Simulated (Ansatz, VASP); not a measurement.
# One calculation of CdS, two programs

File INCAR:

```
SYSTEM = CdS
PREC = Accurate ; ENCUT = 600
EDIFF = 1E-6 ; ISMEAR = 0
SIGMA = 0.01 ; LREAL = .FALSE.
LASPH = .TRUE. ; NELM = 100
ALGO = Normal ; ISIF = 3
LWAVE = .FALSE. ; LCHARG = .FALSE.
GGA = CA ; IBRION = 2
NSW = 80 ; EDIFFG = -0.05
```

The input KPOINTS:

```
Automatic mesh
0
G
  6 6 6
  0 0 0
```

File POSCAR:

```
CdS
1.0
    0.0000000000      2.9165000000      2.9165000000
    2.9165000000      0.0000000000      2.9165000000
    2.9165000000      2.9165000000      0.0000000000
Cd S
1 1
Direct
    0.0000000000      0.0000000000      0.0000000000
    0.2500000000      0.2500000000      0.2500000000
```

Input for Ansatz:

```yaml
crystal:
  lattice:
    - [0.0, 2.9165, 2.9165]
    - [2.9165, 0.0, 2.9165]
    - [2.9165, 2.9165, 0.0]
  atoms:
    - { symbol: Cd, position: [0.0, 0.0, 0.0] }
    - { symbol: S, position: [0.25, 0.25, 0.25] }
kpoints:
  mp_grid:
    grid: [6, 6, 6]
hamiltonian:
  xc: lda
  dispersion: none
scf:
  occupations:
    method: fixed
relax:
  f_tol: 0.05
  cell: {}
```

Alike in both runs: task relaxation of cell and atoms; functional LDA; k mesh 6 × 6 × 6; no spin polarisation.

```csv
,VASP,Ansatz
version,VASP 6.6.1,Ansatz 0.2.0
potentials or method,"VASP PAW LDA potentials, release 64 (Cd, S)","plane waves, PAW"
plane-wave cutoff (eV),600,420
occupations,"gaussian, width 0.01 eV",fixed
valence electrons in the cell,18,26
```

|  | VASP | Ansatz | Ansatz less VASP |
| --- | --- | --- | --- |
| relaxed volume (Å³/atom) | 24.03 | 23.85 | -0.178 |
| relaxed cell length with the largest relative difference (Å) | 4.081 | 4.071 | -0.0101 |

LDA's correlation is that of Perdew and Zunger in VASP and of Perdew and Wang (1992) in Ansatz. VASP's potentials hold 18 valence electrons a cell and Ansatz's 26, so a difference there can come from the potentials and not from the codes.
